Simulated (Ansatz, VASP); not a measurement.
# WSe2: VASP beside Ansatz

INCAR

```
SYSTEM = WSe2
  ALGO = Normal
  EDIFF = 1E-6
  ENCUT = 500
  GGA = PS
  GGA_COMPAT = .FALSE.
  ISIF = 2
  ISMEAR = 0
  ISPIN = 2
  LASPH = .TRUE.
  LCHARG = .FALSE.
  LMAXMIX = 4
  LORBIT = 11
  LREAL = .FALSE.
  LWAVE = .FALSE.
  MAGMOM = 0.05 0 0
  NBANDS = 24
  NELM = 200
  PREC = Accurate
  SIGMA = 0.05
```

File KPOINTS:

```
k-points
0
G
  12 12 12
  0 0 0
```

POSCAR

```
WSe2
1.0
    1.6174804200      0.9338527559      6.4898293486
   -1.6174804200      0.9338527559      6.4898293486
    0.0000000000     -1.8677055118      6.4898293486
W Se
1 2
Direct
    0.0000000000      0.0000000000      0.0000000000
    0.2447873702      0.2447873702      0.2447873702
    0.7552126298      0.7552126298      0.7552126298
```

Input for Ansatz:

```yaml
crystal:
  lattice:
    - [1.61748042, 0.9338527559, 6.4898293486]
    - [-1.61748042, 0.9338527559, 6.4898293486]
    - [0.0, -1.8677055118, 6.4898293486]
  atoms:
    - { symbol: W, position: [0.0, 0.0, 0.0], spin: 0.05 }
    - { symbol: Se, position: [0.2447873702, 0.2447873702, 0.2447873702] }
    - { symbol: Se, position: [0.7552126298, 0.7552126298, 0.7552126298] }
basis:
  ecutwfc: 420
  ecutrho_ratio: 4
kpoints:
  mp_grid: { grid: [12, 12, 12] }
  band_path:
    path:
      - [[0.0, 0.0, 0.0], [0.5, 0.5, 0.5], [0.81952952, 0.18047048, 0.5]]
      - [[0.5, -0.18047048, 0.18047048], [0.5, 0.0, 0.0], [0.0, 0.0, 0.0], [0.34023524, -0.34023524, 0.0]]
      - [[0.65976476, 0.0, 0.34023524], [0.5, 0.0, 0.5], [0.0, 0.0, 0.0]]
    npoints: 14
hamiltonian:
  xc: pbesol
scf:
  occupations: { method: gaussian, width: 0.05 }
  lower_state_search: "off"
  n_extra_bands: 13
output:
  forces: true
  stress: true
  eigenvalues: true
  populations: true
  dos: { projected: true, de: 0.02, nscf_kmesh: { grid: [18, 18, 18] } }
  bader: false
magnetization:
  spin_polarized: true
checkpoint:
  read: start.run
  write: ck
  compress: false
  write_wavefunctions: false
  write_every: 100000
```

Alike in both runs: task single point; functional PBEsol; k mesh 12 × 12 × 12; occupations gaussian, width 0.05 eV; collinear spin.

|  | VASP | Ansatz |
| --- | --- | --- |
| version | VASP 6.6.1 | Ansatz 0.2.0 |
| potentials or method | VASP PAW PBE potentials, release 64 (W_sv, Se), cutoff 500 eV | scalar-relativistic, plane waves, PAW |
| valence electrons in the cell | 26 | 46 |

```tsv
	VASP	Ansatz	Ansatz less VASP
gap on the k mesh at the Fermi level (eV)	none	none	-
pressure (GPa)	0.4	0.0	-0.40
traceless stress, the component that is largest in VASP (GPa)	0.06	-0.01	-0.074
rms of the force components (eV/Å)	0.024	0.000	-0.0243
net moment per atom (μB)	0.00	0.00	0.000
```

VASP's potentials were made for PBE, not for PBEsol. Atom by atom the forces differ by 0.024 eV/Å (rms over components). A gap of «none» marks a metal or a gap that the smearing closes. VASP's potentials hold 26 valence electrons a cell and Ansatz's 46, so a difference there can come from the potentials and not from the codes. Ansatz's warnings: seeded moment not kept, stability check not made.

Spin-orbit coupling is off throughout.
